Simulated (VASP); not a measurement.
A run of VASP 6.6.1:

Contents of INCAR:

```
PREC = Accurate
ENCUT = 520
EDIFF = 1E-6
ISMEAR = 0
SIGMA = 0.02
LREAL = F
LASPH = T
NELM = 80
ALGO = Normal
ISIF = 2
LWAVE = F
LCHARG = F
GGA = PE
NBANDS = 45
```

KPOINTS

```
regular mesh
0
Gamma
  6 6 6
```

File POSCAR:

```
Si3N4
1.0
    0.0000000000      3.9710030877      3.9710030877
    3.9710030877      0.0000000000      3.9710030877
    3.9710030877      3.9710030877      0.0000000000
Si N
6 8
Direct
    0.1250000000      0.1250000000      0.6250000000
    0.1250000000      0.6250000000      0.1250000000
    0.6250000000      0.1250000000      0.1250000000
    0.1250000000      0.1250000000      0.1250000000
    0.7500000000      0.7500000000      0.7500000000
    0.5000000000      0.5000000000      0.5000000000
    0.3671698289      0.3671698289      0.3671698289
    0.3515094866      0.8828301711      0.8828301711
    0.8828301711      0.8828301711      0.3515094866
    0.8828301711      0.3515094866      0.8828301711
    0.3671698289      0.3671698289      0.8984905134
    0.3671698289      0.8984905134      0.3671698289
    0.8828301711      0.8828301711      0.8828301711
    0.8984905134      0.3671698289      0.3671698289
```

Potentials or basis: VASP PAW PBE potentials, release 64 (Si, N).

Launch:

```bash
$ cat potpaw_PBE.64/Si/POTCAR potpaw_PBE.64/N/POTCAR > POTCAR
$ mpirun -np 1 vasp_std > vasp.out
```

Hardware: 1 thread of Intel Xeon 8259CL (shared host).

How long does it take, and how much memory?

Run time: 3.2 min on 1 thread of Intel Xeon 8259CL, on a shared host, peak memory 0.28 GiB. Counts: scf iterations 14, k points 16.
